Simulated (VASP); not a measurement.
Runs of VASP 6.6.1 on BaTe. The structure is that of space group Fm-3m (No. 225), or close to it. The cells are those of the table. 

```tsv
level	cell	k mesh	smearing	gap on the mesh (eV)	pressure (GPa)
PBE	a = 4.946 Å, angles 60.0°, 2 atoms	6 × 6 × 6	fermi-dirac 0.02 eV	1.51	1.3
PBE	a = 4.946 Å, angles 60.0°, 2 atoms	4 × 4 × 4	gaussian 0.01 eV	1.51	1.3
r2SCAN	a = 4.946 Å, angles 60.0°, 2 atoms	6 × 6 × 6	gaussian 0.01 eV	1.87	1.3
PBE	a = 4.996, b = 4.971, c = 4.971 Å, angles 60.3, 59.8, 59.8°, 2 atoms	4 × 4 × 4	gaussian 0.01 eV	1.53	(a)
PBE	a = 4.996, b = 4.971, c = 4.971 Å, angles 60.3, 59.8, 59.8°, 2 atoms	6 × 6 × 6	fermi-dirac 0.02 eV	(b)	0.6
PBE	a = 4.996 Å, angles 60.0°, 2 atoms	4 × 4 × 4	gaussian 0.01 eV	1.57	0.4
PBE	a = 4.996 Å, angles 60.0°, 2 atoms	6 × 6 × 6	fermi-dirac 0.02 eV	1.58	(c)
```

Alike in all rows: task single point; potentials or basis VASP PAW PBE potentials, release 64 (Ba_sv, Te); no spin polarisation; cutoff (eV) 520.

Task: Fill in the values left out.

Result: (a) 0.7; (b) 1.54; (c) 0.3.

Caveats: spin-orbit coupling is left out, which moves the levels of the heavy elements; the PAW data sets were made with another functional, which shifts forces and pressure a little (at least some runs).

A k mesh can miss the band edges, and the runs leave out spin-orbit coupling on Ba, Te.
